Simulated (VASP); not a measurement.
Input of a VASP 6.6.1 run:

Contents of INCAR:

```
SYSTEM = BeS
  PREC = Accurate
  ENCUT = 600
  EDIFF = 1E-6
  ISMEAR = 0
  SIGMA = 0.02
  LREAL = .False.
  LASPH = .True.
  NELM = 120
  ALGO = Normal
  ISIF = 2
  LWAVE = .False.
  LCHARG = .False.
  GGA = PE
  NBANDS = 11
  GGA_COMPAT = .False.
```

File KPOINTS:

```
regular mesh
0
Gamma
  8 8 8
  0 0 0
```

POSCAR

```
BeS
1.0
    0.0000000000      2.3627089405      2.3627089405
    2.3627089405      0.0000000000      2.3627089405
    2.3627089405      2.3627089405      0.0000000000
Be S
1 1
Direct
    0.7500000000      0.7500000000      0.7500000000
    0.0000000000      0.0000000000      0.0000000000
```

Potentials or basis: VASP PAW PBE potentials, release 64 (Be, S).

Run with:

```sh
$ cat potpaw_PBE.64/Be/POTCAR potpaw_PBE.64/S/POTCAR > POTCAR
$ mpirun -np 1 vasp_std > vasp.out
```

What does it give for the pressure?

10.5 GPa.

Estimate the band gap on the k mesh.

2.92 eV, indirect (least direct gap 5.62 eV).

A k mesh can miss the band edges.
